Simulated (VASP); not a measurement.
# NaCl (Fm-3m) in VASP: a series of runs

NaCl is run at these levels: PBEsol; tasks: vibrations by perturbation theory.

Program: VASP 6.6.1. These are calculated values, not measurements. Logs are shortened: lines on timing, memory, paths and dates and some standing lists are left out, and cuts for length are marked.

## 1. The cell of the first run

It takes space group Fm-3m (No. 225, cubic). Conventional cell: a = 5.083 Å, b = 5.083 Å, c = 5.083 Å, α = 90.00°, β = 90.00°, γ = 90.00°. Na (site symmetry m-3m) has 6 Cl at 2.54 Å within 3.4 Å. Within 3.4 Å of Cl (site symmetry m-3m) lie 6 Na at 2.54 Å.

## 2. Vibrations by perturbation theory, PBEsol

INCAR reads:

```
SYSTEM = NaCl
ALGO = Normal
EDIFF = 1E-8
ENCUT = 520
GGA = PS
IBRION = 8
ISIF = 2
ISMEAR = 0
LASPH = .True.
LCHARG = .True.
LREAL = .False.
LWAVE = .False.
NBANDS = 14
NELM = 100
NSW = 1
PREC = Accurate
SIGMA = 0.01
```

KPOINTS reads:

```
k-points
0
Gamma
  8 8 8
  0 0 0
```

POSCAR reads:

```
NaCl
1.0
    2.5415548366      2.5415548366      0.0000000000
   -2.5415548366      2.5415548366      0.0000000000
    0.0000000000      2.5415548366      2.5415548366
Na Cl
1 1
Direct
    0.0000000000      0.0000000000      0.0000000000
    0.5000000000      0.5000000000      0.0000000000
```

Potentials or basis: VASP PAW PBE potentials, release 64 (Na_pv, Cl).

Started as:

```console
$ cat potpaw_PBE.64/Na_pv/POTCAR potpaw_PBE.64/Cl/POTCAR > POTCAR
$ mpirun -np 1 vasp_std > vasp.out
```

OUTCAR:

```text
SYSTEM = NaCl
   EDIFF = 1E-8
   ENCUT = 520
   GGA = PS
   IBRION = 8
   ISIF = 2
   ISMEAR = 0
   LASPH = .True.
   LREAL = .False.
   NELM = 100
   NSW = 1
   PREC = Accurate

 ion  position               nearest neighbor table
   1  0.000  0.000  0.000-   2 2.54   2 2.54   2 2.54   2 2.54   2 2.54   2 2.54
   2  0.500  0.500  0.000-   1 2.54   1 2.54   1 2.54   1 2.54   1 2.54   1 2.54

  LATTYP: Found a face centered cubic cell.
 ALAT       =     5.0831096732

  Lattice vectors:

 A1 = (   0.0000000000,   2.5415548366,   2.5415548366)
 A2 = (   2.5415548366,   0.0000000000,   2.5415548366)
 A3 = (   2.5415548366,   2.5415548366,   0.0000000000)

Analysis of symmetry for initial positions (statically):
=====================================================================
 Subroutine PRICEL returns:
 Original cell was already a primitive cell.

 Routine SETGRP: Setting up the symmetry group for a
 face centered cubic supercell.

 Subroutine GETGRP returns: Found 48 space group operations
 (whereof 48 operations were pure point group operations)
 out of a pool of 48 trial point group operations.

The static configuration has the point symmetry O_h .

Analysis of symmetry for dynamics (positions and initial velocities):
=====================================================================
 Subroutine PRICEL returns:
 Original cell was already a primitive cell.

 Routine SETGRP: Setting up the symmetry group for a
 face centered cubic supercell.

 Subroutine GETGRP returns: Found 48 space group operations
 (whereof 48 operations were pure point group operations)
 out of a pool of 48 trial point group operations.

The dynamic configuration has the point symmetry O_h .

 Subroutine INISYM returns: Found 48 space group operations
 (whereof 48 operations are pure point group operations),
 and found     1 'primitive' translations

----------------------------------------------------------------------------------------

                                     Primitive cell

  volume of cell :      32.8344

  direct lattice vectors                    reciprocal lattice vectors
     2.541554837  2.541554837  0.000000000     0.196729967  0.196729967 -0.196729967
    -2.541554837  2.541554837  0.000000000    -0.196729967  0.196729967 -0.196729967
     0.000000000  2.541554837  2.541554837     0.000000000  0.000000000  0.393459935

  length of vectors
     3.594301319  3.594301319  3.594301319     0.340746299  0.340746299  0.393459935

  position of ions in fractional coordinates (direct lattice)
     0.000000000  0.000000000  0.000000000
     0.500000000  0.500000000  0.000000000

  ion indices of the primitive-cell ions
   primitive index   ion index
                 1           1
                 2           2

----------------------------------------------------------------------------------------

 KPOINTS: k-points

Automatic generation of k-mesh.
 Grid dimensions read from file:
 generate k-points for:    8    8    8

 Generating k-lattice:

  Cartesian coordinates                     Fractional coordinates (reciprocal lattice)
     0.024591246  0.024591246 -0.024591246     0.125000000  0.000000000  0.000000000
    -0.024591246  0.024591246 -0.024591246     0.000000000  0.125000000  0.000000000
     0.000000000  0.000000000  0.049182492     0.000000000  0.000000000  0.125000000

  Length of vectors
[... 86 lines left out ...]
 non-spin polarized calculation
 Gauss-broadening in eV      SIGMA  =   0.01
  energy-cutoff  :      520.00
  volume of cell :       32.83
 maximum number of plane-waves:       905
   NGX = 13   NGY = 13   NGZ = 13

--------------------------------------- Ionic step        1  -------------------------------------------

 number of electron      13.9999994 magnetization

 Free energy of the ion-electron system (eV)
  ---------------------------------------------------
  ext. energy  EPLUGINS =         0.00000000
  ---------------------------------------------------
  free energy    TOTEN  =        -6.59441924 eV

  energy without entropy =       -6.59441924  energy(sigma->0) =       -6.59441924

 E-fermi :   1.5646     XC(G=0):  -9.7840

 val. band max:        1.4654674889   @ k =   0.0000   0.0000   0.0000
 cond. band min:       7.8573195613   @ k =   0.0000   0.0000   0.0000
 fundamental gap:      6.3918520725
 Fermi energy:         1.5645705468

 k-point     1 :       0.0000    0.0000    0.0000
  band No.  band energies     occupation
      1     -18.8430      2.00000
      2     -18.8430      2.00000
      3     -18.8430      2.00000
      4     -12.1548      2.00000
      5       1.4655      2.00000
      6       1.4655      2.00000
      7       1.4655      2.00000
      8       7.8573      0.00000
      9      12.5833      0.00000
     10      12.5833      0.00000
     11      12.5833      0.00000
     12      15.2820      0.00000
     13      15.2820      0.00000
     14      17.1530      0.00000
[... 377 lines left out ...]
      1     -18.9445      2.00000
      2     -18.8735      2.00000
      3     -18.8585      2.00000
      4     -11.2518      2.00000
      5      -1.2693      2.00000
      6       0.1300      2.00000
      7       0.7171      2.00000
      8      10.3120      0.00000
      9      11.7568      0.00000
     10      13.2066      0.00000
     11      14.1591      0.00000
     12      17.2668      0.00000
     13      19.2109      0.00000
     14      20.0883      0.00000

 [... further k-points ...]

------------------------ aborting loop because EDIFF is reached ----------------------------------------

  FORCE on cell =-STRESS in cart. coord.  units (eV):
  Direction    XX          YY          ZZ          XY          YZ          ZX
  --------------------------------------------------------------------------------------
  -------------------------------------------------------------------------------------
  Total        3.1159126      3.1159126      3.1159126      0.0000000      0.0000000      0.0000000
  in kB      152.0433396    152.0433396    152.0433396      0.0000000      0.0000000      0.0000000
  external PRESSURE =     152.0433396 kB  Pullay stress =       0.0000000 kB

 VOLUME and BASIS-vectors are now :
 -----------------------------------------------------------------------------
  energy-cutoff  :      520.00
  volume of cell :       32.83
      direct lattice vectors                 reciprocal lattice vectors
     2.541554837  2.541554837  0.000000000     0.196729967  0.196729967 -0.196729967
    -2.541554837  2.541554837  0.000000000    -0.196729967  0.196729967 -0.196729967
     0.000000000  2.541554837  2.541554837     0.000000000  0.000000000  0.393459935

 POSITION                                       TOTAL-FORCE (eV/Angst)
 -----------------------------------------------------------------------------------
      0.00000      0.00000      0.00000        -0.000000     -0.000000      0.000000
      0.00000      2.54155      0.00000         0.000000      0.000000      0.000000
 -----------------------------------------------------------------------------------
    total drift:                               -0.000000      0.000000     -0.000000

  FREE ENERGIE OF THE ION-ELECTRON SYSTEM (eV)
  ---------------------------------------------------
  free  energy   TOTEN  =        -6.5944192359 eV

  energy  without entropy=       -6.5944192359  energy(sigma->0) =       -6.59441924

[... ionic steps 2 to 3 ...]

--------------------------------------- Ionic step        4  -------------------------------------------

------------------------ aborting loop because EDIFF is reached ----------------------------------------

[... ionic steps 5 to 6 ...]

--------------------------------------- Ionic step        7  -------------------------------------------

 Free energy of the ion-electron system (eV)
  ---------------------------------------------------
  ---------------------------------------------------
  free energy    TOTEN  =        -0.18997864 eV

  energy without entropy =       -0.18997864

------------------------ aborting loop because EDIFF is reached ----------------------------------------

 INTERNAL STRAIN TENSOR  FOR ION    2  DIRECTION 1   (eV/Angst):
 -----------------------------------------------------------------------------
    -0.01712  0.00000  0.00000
     0.00000  0.00319 -0.00000
     0.00000 -0.00000  0.00319

 INTERNAL STRAIN TENSOR FOR ION    2 for displacements in x,y,z  (eV/Angst):
          X           Y           Z          XY          YZ          ZX
  --------------------------------------------------------------------------------
  x     0.00000     0.00000     0.00000     0.00000     0.00000     0.00000
  y     0.00000     0.00000     0.00000     0.00000     0.00000     0.00000
  z     0.00000     0.00000     0.00000     0.00000     0.00000     0.00000

 SECOND DERIVATIVES (NOT SYMMETRIZED)
 ------------------------------------
               1X          1Y          1Z          2X          2Y          2Z
  1X    -4.768982    0.000000    0.000000    4.768982    0.000000    0.000000
  1Y     0.000000   -4.768982    0.000000    0.000000    4.768982    0.000000
  1Z     0.000000    0.000000   -4.768982    0.000000    0.000000    4.768982
  2X     4.788628    0.000000    0.000000   -4.788628    0.000000    0.000000
  2Y     0.000000    4.788628    0.000000    0.000000   -4.788628    0.000000
  2Z     0.000000    0.000000    4.788628    0.000000    0.000000   -4.788628

 Eigenvectors and eigenvalues of the dynamical matrix
 ----------------------------------------------------

   1 f  =    9.149253 THz    57.486455 2PiTHz  305.186246 cm-1    37.838255 meV
             X         Y         Z           dx          dy          dz
      0.000000  0.000000  0.000000     0.000000   -0.000000    0.778231
      0.000000  2.541555  0.000000    -0.000000   -0.000000   -0.627978
[... 21 lines left out ...]
   6 f/i=    0.009191 THz     0.057747 2PiTHz    0.306572 cm-1     0.038010 meV
             X         Y         Z           dx          dy          dz
      0.000000  0.000000  0.000000    -0.272873   -0.516763   -0.229896
      0.000000  2.541555  0.000000    -0.338162   -0.640407   -0.284902

--------------------------------------------------------------------------------------------------------

 ELASTIC MODULI CONTR FROM IONIC RELAXATION (kBar)
 Direction    XX          YY          ZZ          XY          YZ          ZX
 --------------------------------------------------------------------------------
 XX           0.0000      0.0000      0.0000      0.0000      0.0000      0.0000
 YY           0.0000      0.0000      0.0000      0.0000      0.0000      0.0000
 ZZ           0.0000      0.0000      0.0000      0.0000      0.0000      0.0000
 XY           0.0000      0.0000      0.0000      0.0000      0.0000      0.0000
 YZ           0.0000      0.0000      0.0000      0.0000      0.0000      0.0000
 ZX           0.0000      0.0000      0.0000      0.0000      0.0000      0.0000
 --------------------------------------------------------------------------------
```

Wall time 100 s (1 thread of Intel Xeon Platinum 8259CL at 2.50GHz (Skylake/Cascade Lake), shared host); peak memory 0.2 GiB.

Results:

```yaml
Highest_phonon_frequency_at_Γ_LO-TO_splitting_left_out: 305 cm⁻¹
```

Phonon frequencies in cm⁻¹ (negative: imaginary):
| q point | frequencies |
| --- | --- |
| (0.000, 0.000, 0.000) | 0 0 0 305 305 305 |

Caveat: the cell stands under pressure or tension, which shifts response properties; the PAW data sets were made with another functional, which shifts forces and pressure a little.

[end of part 1 of 3]
